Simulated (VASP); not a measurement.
# Cl (Pm-3m) in VASP: single point with LDA

Aim: the single point of Cl with LDA.

Everything below comes from runs of VASP 6.6.1. Logs are shortened: lines on timing, memory, paths and dates and some standing lists are left out, and cuts for length are marked.

### 1 The cell of the first run

Symmetry: Pm-3m, No. 221, cubic system. Conventional cell: a = 2.753 Å, b = 2.753 Å, c = 2.753 Å, α = 90.00°, β = 90.00°, γ = 90.00°. Within 3.6 Å of Cl (site symmetry m-3m) lie 6 Cl at 2.75 Å.

### 2 Single point, LDA

Contents of INCAR:

```
SYSTEM = Cl
PREC = Accurate ; ENCUT = 520
EDIFF = 1E-7 ; ISMEAR = -1
SIGMA = 0.13605693000000002 ; LREAL = .FALSE.
LASPH = .TRUE. ; NELM = 100
ALGO = Normal ; ISIF = 2
LWAVE = .FALSE. ; LCHARG = .FALSE.
GGA = CA ; NBANDS = 10
```

Contents of KPOINTS:

```
regular mesh
0
G
  12 12 12
  0 0 0
```

Contents of POSCAR:

```
Cl
1.0
    2.7526915796      0.0000000000      0.0000000000
    0.0000000000      2.7526915796      0.0000000000
    0.0000000000      0.0000000000      2.7526915796
Cl
1
Direct
    0.0000000000      0.0000000000      0.0000000000
```

Potentials or basis: VASP PAW LDA potentials, release 64 (Cl).

Run with:

```bash
> cat potpaw_LDA.64/Cl/POTCAR > POTCAR
> mpirun -np 1 vasp_std > vasp.out
```

OUTCAR:

```text
SYSTEM = Cl
   PREC = Accurate
   ENCUT = 520
   EDIFF = 1E-7
   ISMEAR = -1
   LREAL = .FALSE.
   LASPH = .TRUE.
   NELM = 100
   ISIF = 2
   GGA = CA

 ion  position               nearest neighbor table
   1  0.000  0.000  0.000-

  LATTYP: Found a simple cubic cell.
 ALAT       =     2.7526915796

  Lattice vectors:

 A1 = (   2.7526915796,   0.0000000000,   0.0000000000)
 A2 = (   0.0000000000,   2.7526915796,   0.0000000000)
 A3 = (   0.0000000000,   0.0000000000,   2.7526915796)

Analysis of symmetry for initial positions (statically):
=====================================================================
 Subroutine PRICEL returns:
 Original cell was already a primitive cell.

 Routine SETGRP: Setting up the symmetry group for a
 simple cubic supercell.

 Subroutine GETGRP returns: Found 48 space group operations
 (whereof 48 operations were pure point group operations)
 out of a pool of 48 trial point group operations.

The static configuration has the point symmetry O_h .

Analysis of symmetry for dynamics (positions and initial velocities):
=====================================================================
 Subroutine PRICEL returns:
 Original cell was already a primitive cell.

 Routine SETGRP: Setting up the symmetry group for a
 simple cubic supercell.

 Subroutine GETGRP returns: Found 48 space group operations
 (whereof 48 operations were pure point group operations)
 out of a pool of 48 trial point group operations.

The dynamic configuration has the point symmetry O_h .

 Subroutine INISYM returns: Found 48 space group operations
 (whereof 48 operations are pure point group operations),
 and found     1 'primitive' translations

----------------------------------------------------------------------------------------

                                     Primitive cell

  volume of cell :      20.8580

  direct lattice vectors                    reciprocal lattice vectors
     2.752691580  0.000000000  0.000000000     0.363280800  0.000000000  0.000000000
     0.000000000  2.752691580  0.000000000     0.000000000  0.363280800  0.000000000
     0.000000000  0.000000000  2.752691580     0.000000000  0.000000000  0.363280800

  length of vectors
     2.752691580  2.752691580  2.752691580     0.363280800  0.363280800  0.363280800

  position of ions in fractional coordinates (direct lattice)
     0.000000000  0.000000000  0.000000000

  ion indices of the primitive-cell ions
   primitive index   ion index
[... 71 lines left out ...]
   ENCUT  =  520.0 eV  38.22 Ry    6.18 a.u.   5.12  5.12  5.12*2*pi/ulx,y,z
   NELM   =    100;   NELMIN=  2; NELMDL= -5     # of ELM steps
   EDIFF  = 0.1E-06   stopping-criterion for ELM
   LREAL  =      F    real-space projection
   EDIFFG = 0.1E-05   stopping-criterion for IOM
   NSW    =      0    number of steps for IOM
   IBRION =     -1    ionic relax: 0-MD 1-quasi-New 2-CG
   NFREE  =      0    steps in history (QN), initial steepest desc. (CG)
   ISIF   =      2    stress and relaxation
   ISYM   =      2    0-nonsym 1-usesym 2-fastsym
   POTIM  = 0.5000    time-step for ionic-motion
   TEBEG  =    0.0;   TEEND  =   0.0 temperature during run
   PSTRESS=    0.0 pullay stress
   NELECT =       7.0000    total number of electrons
   NUPDOWN=      -1.0000    fix difference up-down
   EMIN   =  10.00;   EMAX   =-10.00  energy-range for DOS
   EFERMI =   0.00;   METHOD = LEGACY
   ISMEAR =    -1;   SIGMA  =   0.14  broadening in eV -4-tet -1-fermi 0-gaus
   EFERMI_NEDOS =   21; number of points for ismear=-14 and -15
   IALGO  =     38    algorithm
   IMIX   =      4    mixing-type and parameters
     AMIX     =   0.40;   BMIX     =  1.00
     AMIX_MAG =   1.60;   BMIX_MAG =  1.00
  volume/ion in A,a.u.               =      20.86       140.76
  Fermi-wavevector in a.u.,A,eV,Ry     =   1.137671  2.149886 17.609951  1.294295
  Thomas-Fermi vector in A             =   2.274376
   LORBIT       =      0    0 simple, 1 ext, 2 COOP (PROOUT), +10 PAW based schemes
   GGA     = CA    functional components
   LHFCALC =     F    Hartree Fock is set to
   AEXX    =    0.0000 exact exchange contribution
   IVDW    =     0    specifies the selected vdW correction
   LEPSILON=     F    determine dielectric tensor
   LRPA    =     F    only Hartree local field effects (RPA)
 non-spin polarized calculation
  energy-cutoff  :      520.00
  volume of cell :       20.86
 maximum number of plane-waves:       587
   NGX = 11   NGY = 11   NGZ = 11

 number of electron       7.0000004 magnetization

 Free energy of the ion-electron system (eV)
  ---------------------------------------------------
  ext. energy  EPLUGINS =         0.00000000
  ---------------------------------------------------
  free energy    TOTEN  =        -1.79483157 eV

  energy without entropy =       -1.72804284  energy(sigma->0) =       -1.76143721

 E-fermi :   2.6383     XC(G=0):  -9.9207

 val. band max:        2.5606037945   @ k =   0.3333   0.0833   0.0833
 cond. band min:       2.6392284860   @ k =   0.1667   0.0000   0.0000
 fundamental gap:      0.0786246915
 Fermi energy:         2.6383323697

 k-point     1 :       0.0000    0.0000    0.0000
  band No.  band energies     occupation
      1     -13.9180      2.00000
      2       2.4656      1.56140
      3       2.4656      1.56140
      4       2.4656      1.56140
      5      10.6814      0.00000
      6      12.3235      0.00000
      7      12.3235      0.00000
      8      24.0258      0.00000
      9      24.0258      0.00000
     10      24.0258      0.00000
[... 287 lines left out ...]
 k-point    24 :       0.4167    0.3333    0.0000
  band No.  band energies     occupation
      1     -11.6561      2.00000
      2      -2.1642      2.00000
      3      -1.0322      2.00000
      4       3.6553      0.00113
      5       9.7584      0.00000
      6      15.3979      0.00000
      7      19.0723      0.00000
      8      20.2180      0.00000
      9      20.4156      0.00000
     10      20.6245      0.00000

 [... further k-points ...]
[... 5 lines left out ...]
  --------------------------------------------------------------------------------------
  -------------------------------------------------------------------------------------
  Total       -0.0143362     -0.0143362     -0.0143362      0.0000000     -0.0000000      0.0000000
  in kB       -1.1012184     -1.1012184     -1.1012184      0.0000000     -0.0000000      0.0000000
  external PRESSURE =      -1.1012184 kB  Pullay stress =       0.0000000 kB

 VOLUME and BASIS-vectors are now :
 -----------------------------------------------------------------------------
  energy-cutoff  :      520.00
  volume of cell :       20.86
      direct lattice vectors                 reciprocal lattice vectors
     2.752691580  0.000000000  0.000000000     0.363280800  0.000000000  0.000000000
     0.000000000  2.752691580  0.000000000     0.000000000  0.363280800  0.000000000
     0.000000000  0.000000000  2.752691580     0.000000000  0.000000000  0.363280800

 POSITION                                       TOTAL-FORCE (eV/Angst)
 -----------------------------------------------------------------------------------
      0.00000      0.00000      0.00000         0.000000      0.000000      0.000000
 -----------------------------------------------------------------------------------
    total drift:                               -0.000000      0.000000      0.000000

  FREE ENERGIE OF THE ION-ELECTRON SYSTEM (eV)
  ---------------------------------------------------
  free  energy   TOTEN  =        -1.7948315749 eV

  energy  without entropy=       -1.7280428386  energy(sigma->0) =       -1.76143721
```

Wall time 8 s (1 thread of Intel Xeon Platinum 8488C (Sapphire Rapids), shared host); peak memory 0.12 GiB.

Results:

```
Free energy : -1.7948 eV
Pressure    : -0.1 GPa
```

Caveat: an odd number of electrons without spin polarisation forces a metal; a magnetic or distorted state may lie lower.
